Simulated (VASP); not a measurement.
A run of VASP 6.6.1 is set up as follows.

The input INCAR:

```
SYSTEM = C
PREC = Accurate
ENCUT = 1300
EDIFF = 1E-6
ISMEAR = -1
SIGMA = 0.05
LREAL = .False.
LASPH = .True.
NELM = 120
ALGO = Normal
ISIF = 2
LWAVE = .False.
LCHARG = .False.
GGA = CA
NBANDS = 26
GGA_COMPAT = .False.
```

KPOINTS

```
regular mesh
0
Gamma
  12 12 4
  0 0 0
```

Contents of POSCAR:

```
C
1.0
    2.4880133891      0.0000000000      0.0000000000
   -1.2440066945      2.1546827999      0.0000000000
    0.0000000000      0.0000000000      8.1257741910
C
8
Direct
    0.6666666667      0.3333333333      0.8437500000
    0.3333333333      0.6666666667      0.3437500000
    0.6666666667      0.3333333333      0.6562500000
    0.3333333333      0.6666666667      0.1562500000
    0.0000000000      0.0000000000      0.9062500000
    0.0000000000      0.0000000000      0.4062500000
    0.0000000000      0.0000000000      0.5937500000
    0.0000000000      0.0000000000      0.0937500000
```

Potentials or basis: VASP PAW LDA potentials, release 64 (C_h).

Run with:

```console
$ cat potpaw_LDA.64/C_h/POTCAR > POTCAR
$ mpirun -np 1 vasp_std > vasp.out
```

Question: Estimate the band gap on the k mesh.

Answer: 4.48 eV (least direct gap 5.23 eV).

Question: Estimate the largest force.

Answer: 0.359 eV/Å.

Question: What does it give for the pressure?

Answer: 7.0 GPa.

Forces in eV/Å, atoms in the order of the input:
```
C    0.000  0.000  0.349
C    0.000  0.000  0.349
C    0.000  0.000 -0.349
C    0.000  0.000 -0.349
C    0.000  0.000  0.359
C    0.000  0.000  0.359
C    0.000  0.000 -0.359
C    0.000  0.000 -0.359
```

Caveat: the stress differs along the axes, from 2 to 16 GPa. A hybrid or GW would open this gap; LDA tends to underestimate it.
